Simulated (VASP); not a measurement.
# NaSnCl3 (Pm-3m) in VASP: a series of runs

NaSnCl3 is run at these levels: PBE, r2SCAN; tasks: single point.

All numbers are computed with VASP 6.6.1; they aren't measurements. Logs are shortened: lines on timing, memory, paths and dates and some standing lists are left out, and cuts for length are marked.

**1. The cell of the first run**

Symmetry: Pm-3m, No. 221, cubic system. Conventional cell: a = 5.528 Å, b = 5.528 Å, c = 5.528 Å, α = 90.00°, β = 90.00°, γ = 90.00°. Within 5.1 Å of Na (site symmetry m-3m) lie 12 Cl at 3.91 Å and 8 Sn at 4.79 Å. Sn (site symmetry m-3m) has 6 Cl at 2.76 Å within 3.6 Å. Within 3.6 Å of Cl (site symmetry 4/mmm) lie 2 Sn at 2.76 Å.

**2. Single point, PBE**

The input, INCAR:

```
  PREC = Accurate
  ENCUT = 520
  EDIFF = 1E-6
  ISMEAR = -1
  SIGMA = 0.02
  LREAL = F
  LASPH = T
  NELM = 80
  ALGO = Normal
  ISIF = 2
  LWAVE = F
  LCHARG = F
  GGA = PE
  NBANDS = 29
```

The input, KPOINTS:

```
regular mesh
0
Gamma
  6 6 6
```

The input, POSCAR:

```
NaSnCl3
1.0
    5.5280093351      0.0000000000      0.0000000000
    0.0000000000      5.5280093351      0.0000000000
    0.0000000000      0.0000000000      5.5280093351
Na Sn Cl
1 1 3
Direct
    0.0000000000      0.0000000000      0.0000000000
    0.5000000000      0.5000000000      0.5000000000
    0.5000000000      0.5000000000      0.0000000000
    0.5000000000      0.0000000000      0.5000000000
    0.0000000000      0.5000000000      0.5000000000
```

Potentials or basis: VASP PAW PBE potentials, release 64 (Na_pv, Sn_d, Cl).

Run with:

```
$ cat potpaw_PBE.64/Na_pv/POTCAR potpaw_PBE.64/Sn_d/POTCAR potpaw_PBE.64/Cl/POTCAR > POTCAR
$ mpirun -np 1 vasp_std > vasp.out
```

OUTCAR:

```text
PREC = Accurate
   ENCUT = 520
   EDIFF = 1E-6
   ISMEAR = -1
   LREAL = F
   LASPH = T
   NELM = 80
   ISIF = 2
   GGA = PE

 ion  position               nearest neighbor table
   1  0.000  0.000  0.000-
   2  0.500  0.500  0.500-   3 2.76   4 2.76   5 2.76   3 2.76   4 2.76   5 2.76
   3  0.500  0.500  0.000-   2 2.76   2 2.76
   4  0.500  0.000  0.500-   2 2.76   2 2.76
   5  0.000  0.500  0.500-   2 2.76   2 2.76

  LATTYP: Found a simple cubic cell.
 ALAT       =     5.5280093351

  Lattice vectors:

 A1 = (   5.5280093351,   0.0000000000,   0.0000000000)
 A2 = (   0.0000000000,   5.5280093351,   0.0000000000)
 A3 = (   0.0000000000,   0.0000000000,   5.5280093351)

Analysis of symmetry for initial positions (statically):
=====================================================================
 Subroutine PRICEL returns:
 Original cell was already a primitive cell.

 Routine SETGRP: Setting up the symmetry group for a
 simple cubic supercell.

 Subroutine GETGRP returns: Found 48 space group operations
 (whereof 48 operations were pure point group operations)
 out of a pool of 48 trial point group operations.

The static configuration has the point symmetry O_h .

Analysis of symmetry for dynamics (positions and initial velocities):
=====================================================================
 Subroutine PRICEL returns:
 Original cell was already a primitive cell.

 Routine SETGRP: Setting up the symmetry group for a
 simple cubic supercell.

 Subroutine GETGRP returns: Found 48 space group operations
 (whereof 48 operations were pure point group operations)
 out of a pool of 48 trial point group operations.

The dynamic configuration has the point symmetry O_h .

 Subroutine INISYM returns: Found 48 space group operations
 (whereof 48 operations are pure point group operations),
 and found     1 'primitive' translations

----------------------------------------------------------------------------------------

                                     Primitive cell

  volume of cell :     168.9298

  direct lattice vectors                    reciprocal lattice vectors
     5.528009335  0.000000000  0.000000000     0.180896945  0.000000000  0.000000000
     0.000000000  5.528009335  0.000000000     0.000000000  0.180896945  0.000000000
     0.000000000  0.000000000  5.528009335     0.000000000  0.000000000  0.180896945

  length of vectors
     5.528009335  5.528009335  5.528009335     0.180896945  0.180896945  0.180896945

  position of ions in fractional coordinates (direct lattice)
     0.000000000  0.000000000  0.000000000
     0.500000000  0.500000000  0.500000000
     0.500000000  0.500000000  0.000000000
     0.500000000  0.000000000  0.500000000
     0.000000000  0.500000000  0.500000000

  ion indices of the primitive-cell ions
   primitive index   ion index
                 1           1
                 2           2
                 3           3
                 4           4
                 5           5

----------------------------------------------------------------------------------------

 KPOINTS: regular mesh

Automatic generation of k-mesh.
 Grid dimensions read from file:
 generate k-points for:    6    6    6

 Generating k-lattice:

  Cartesian coordinates                     Fractional coordinates (reciprocal lattice)
     0.030149491  0.000000000  0.000000000     0.166666667  0.000000000  0.000000000
     0.000000000  0.030149491  0.000000000     0.000000000  0.166666667  0.000000000
     0.000000000  0.000000000  0.030149491     0.000000000  0.000000000  0.166666667

  Length of vectors
     0.030149491  0.030149491  0.030149491

  Shift w.r.t. Gamma in fractional coordinates (k-lattice)
     0.000000000  0.000000000  0.000000000

 Subroutine IBZKPT returns following result:
 ===========================================

 Found     20 irreducible k-points:

 Following reciprocal coordinates:
            Coordinates               Weight
  0.000000  0.000000  0.000000      1.000000
  0.166667  0.000000  0.000000      6.000000
  0.333333  0.000000  0.000000      6.000000
  0.500000  0.000000  0.000000      3.000000
  0.166667  0.166667  0.000000     12.000000
  0.333333  0.166667  0.000000     24.000000
[... 12 lines left out ...]
  0.500000  0.500000  0.333333      6.000000
  0.500000  0.500000  0.500000      1.000000
   k-points           NKPTS =     20   k-points in BZ     NKDIM =     20   number of bands    NBANDS=     29
   number of dos      NEDOS =    301   number of ions     NIONS =      5
   total plane-waves  NPLWV =  74088
   dimension x,y,z NGX =    42 NGY =   42 NGZ =   42
   dimension x,y,z NGXF=    84 NGYF=   84 NGZF=   84
   ions per type =               1   1   3
   NGX,Y,Z   is equivalent  to a cutoff of  12.63, 12.63, 12.63 a.u.
   NGXF,Y,Z  is equivalent  to a cutoff of  25.26, 25.26, 25.26 a.u.
 SYSTEM =  unknown system
   PREC   = accura    normal or accurate (medium, high low for compatibility)
   ISTART =      0    job   : 0-new  1-cont  2-samecut
   ICHARG =      2    charge: 1-file 2-atom 10-const
   ISPIN  =      1    spin polarized calculation?
   LNONCOLLINEAR =      F non collinear calculations
   LSORBIT =      F    spin-orbit coupling
   LASPH  =      T    aspherical Exc in radial PAW
   ENCUT  =  520.0 eV  38.22 Ry    6.18 a.u.  10.28 10.28 10.28*2*pi/ulx,y,z
   NELM   =     80;   NELMIN=  2; NELMDL= -5     # of ELM steps
   EDIFF  = 0.1E-05   stopping-criterion for ELM
   LREAL  =      F    real-space projection
   EDIFFG = 0.1E-04   stopping-criterion for IOM
   NSW    =      0    number of steps for IOM
   IBRION =     -1    ionic relax: 0-MD 1-quasi-New 2-CG
   NFREE  =      0    steps in history (QN), initial steepest desc. (CG)
   ISIF   =      2    stress and relaxation
   ISYM   =      2    0-nonsym 1-usesym 2-fastsym
   POTIM  = 0.5000    time-step for ionic-motion
   TEBEG  =    0.0;   TEEND  =   0.0 temperature during run
   PSTRESS=    0.0 pullay stress
   NELECT =      42.0000    total number of electrons
   NUPDOWN=      -1.0000    fix difference up-down
   EMIN   =  10.00;   EMAX   =-10.00  energy-range for DOS
   EFERMI =   0.00;   METHOD = LEGACY
   ISMEAR =    -1;   SIGMA  =   0.02  broadening in eV -4-tet -1-fermi 0-gaus
   EFERMI_NEDOS =   21; number of points for ismear=-14 and -15
   IALGO  =     38    algorithm
   IMIX   =      4    mixing-type and parameters
     AMIX     =   0.40;   BMIX     =  1.00
     AMIX_MAG =   1.60;   BMIX_MAG =  1.00
  volume/ion in A,a.u.               =      33.79       228.00
  Fermi-wavevector in a.u.,A,eV,Ry     =   1.029412  1.945306 14.417941  1.059689
  Thomas-Fermi vector in A             =   2.163458
   LORBIT       =      0    0 simple, 1 ext, 2 COOP (PROOUT), +10 PAW based schemes
   GGA     = PE    functional components
   LHFCALC =     F    Hartree Fock is set to
   AEXX    =    0.0000 exact exchange contribution
   IVDW    =     0    specifies the selected vdW correction
   LEPSILON=     F    determine dielectric tensor
   LRPA    =     F    only Hartree local field effects (RPA)
 non-spin polarized calculation
  energy-cutoff  :      520.00
  volume of cell :      168.93
 maximum number of plane-waves:      4632
 NGX is ok and might be reduce to    42
   NGX = 21   NGY = 21   NGZ = 21

 number of electron      41.9999989 magnetization

 Free energy of the ion-electron system (eV)
  ---------------------------------------------------
  ext. energy  EPLUGINS =         0.00000000
  ---------------------------------------------------
  free energy    TOTEN  =       -16.39968698 eV

  energy without entropy =      -16.39968698  energy(sigma->0) =      -16.39968698

 E-fermi :   2.7489     XC(G=0):  -7.1464

 val. band max:        2.4418336783   @ k =   0.5000   0.5000   0.5000
 cond. band min:       3.0562073948   @ k =   0.0000   0.0000   0.0000
 fundamental gap:      0.6143737164
 Fermi energy:         2.7489075034

 k-point     1 :       0.0000    0.0000    0.0000
  band No.  band energies     occupation
      1     -24.1101      2.00000
      2     -24.1101      2.00000
      3     -24.1101      2.00000
      4     -19.8052      2.00000
      5     -19.8052      2.00000
      6     -19.7646      2.00000
[... 21 lines left out ...]
     28       7.6292      0.00000
     29       7.6292      0.00000

 k-point     2 :       0.1667    0.0000    0.0000
  band No.  band energies     occupation
      1     -24.1101      2.00000
      2     -24.1101      2.00000
      3     -24.1101      2.00000
      4     -19.8052      2.00000
      5     -19.8022      2.00000
      6     -19.7647      2.00000
[... 21 lines left out ...]
     28       7.6913      0.00000
     29       7.7151      0.00000

 k-point     3 :       0.3333    0.0000    0.0000
  band No.  band energies     occupation
      1     -24.1101      2.00000
      2     -24.1101      2.00000
      3     -24.1101      2.00000
      4     -19.8052      2.00000
      5     -19.7962      2.00000
      6     -19.7649      2.00000
[... 21 lines left out ...]
     28       7.5366      0.00000
     29       7.9528      0.00000

 k-point     4 :       0.5000    0.0000    0.0000
  band No.  band energies     occupation
      1     -24.1102      2.00000
      2     -24.1100      2.00000
      3     -24.1100      2.00000
      4     -19.8052      2.00000
      5     -19.7931      2.00000
      6     -19.7649      2.00000
[... 469 lines left out ...]
     28       7.5508      0.00000
     29       9.3837      0.00000

 k-point    19 :       0.5000    0.5000    0.3333
  band No.  band energies     occupation
      1     -24.1101      2.00000
      2     -24.1101      2.00000
      3     -24.1101      2.00000
      4     -19.7900      2.00000
      5     -19.7870      2.00000
      6     -19.7653      2.00000
[... 21 lines left out ...]
     28       7.4937      0.00000
     29       9.1337      0.00000

 k-point    20 :       0.5000    0.5000    0.5000
  band No.  band energies     occupation
      1     -24.1101      2.00000
      2     -24.1101      2.00000
      3     -24.1101      2.00000
      4     -19.7870      2.00000
      5     -19.7870      2.00000
      6     -19.7653      2.00000
[... 21 lines left out ...]
     28       7.5975      0.00000
     29       8.9853      0.00000

------------------------ aborting loop because EDIFF is reached ----------------------------------------

  FORCE on cell =-STRESS in cart. coord.  units (eV):
  Direction    XX          YY          ZZ          XY          YZ          ZX
  --------------------------------------------------------------------------------------
  -------------------------------------------------------------------------------------
  Total        0.4176525      0.4176525      0.4176525     -0.0000000     -0.0000000      0.0000000
  in kB        3.9611323      3.9611323      3.9611323     -0.0000000     -0.0000000      0.0000000
  external PRESSURE =       3.9611323 kB  Pullay stress =       0.0000000 kB

 VOLUME and BASIS-vectors are now :
 -----------------------------------------------------------------------------
  energy-cutoff  :      520.00
  volume of cell :      168.93
      direct lattice vectors                 reciprocal lattice vectors
     5.528009335  0.000000000  0.000000000     0.180896945  0.000000000  0.000000000
     0.000000000  5.528009335  0.000000000     0.000000000  0.180896945  0.000000000
     0.000000000  0.000000000  5.528009335     0.000000000  0.000000000  0.180896945

 POSITION                                       TOTAL-FORCE (eV/Angst)
 -----------------------------------------------------------------------------------
      0.00000      0.00000      0.00000         0.000000      0.000000      0.000000
      2.76400      2.76400      2.76400         0.000000      0.000000      0.000000
      2.76400      2.76400      0.00000         0.000000      0.000000      0.000000
      2.76400      0.00000      2.76400         0.000000      0.000000      0.000000
      0.00000      2.76400      2.76400         0.000000      0.000000      0.000000
 -----------------------------------------------------------------------------------
    total drift:                                0.000000     -0.000000     -0.000000

  FREE ENERGIE OF THE ION-ELECTRON SYSTEM (eV)
  ---------------------------------------------------
  free  energy   TOTEN  =       -16.3996869795 eV

  energy  without entropy=      -16.3996869782  energy(sigma->0) =      -16.39968698
```

Wall time 3.5 min (1 thread of Intel Xeon 8259CL, shared host); peak memory 0.3 GiB.

What came out:

```yaml
Free_energy: -16.3997 eV
Pressure: 0.4 GPa
Band_gap_on_the_k_mesh: 0.61 eV (least direct gap 0.78 eV)
```

Levels at points of the mesh, in eV from the valence-band top:
```csv
k point,band 19,band 20,band 21,band 22,band 23,band 24
"(0.00, 0.00, 0.00)",-3.71,-3.71,-3.71,0.61,4.86,4.86
"(0.50, 0.00, 0.00)",-3.71,-3.71,-2.32,1.76,1.92,3.03
"(0.50, 0.50, 0.00)",-3.93,-3.29,-1.12,1.30,1.30,2.18
"(0.50, 0.50, 0.50)",-3.29,-3.29,0.00,0.78,0.78,0.78
```

Caveat: semilocal functionals underestimate gaps, and a narrow one can read as zero; spin-orbit coupling is left out, which moves the levels of the heavy elements. A k mesh can miss the band edges.

[end of part 1 of 2]
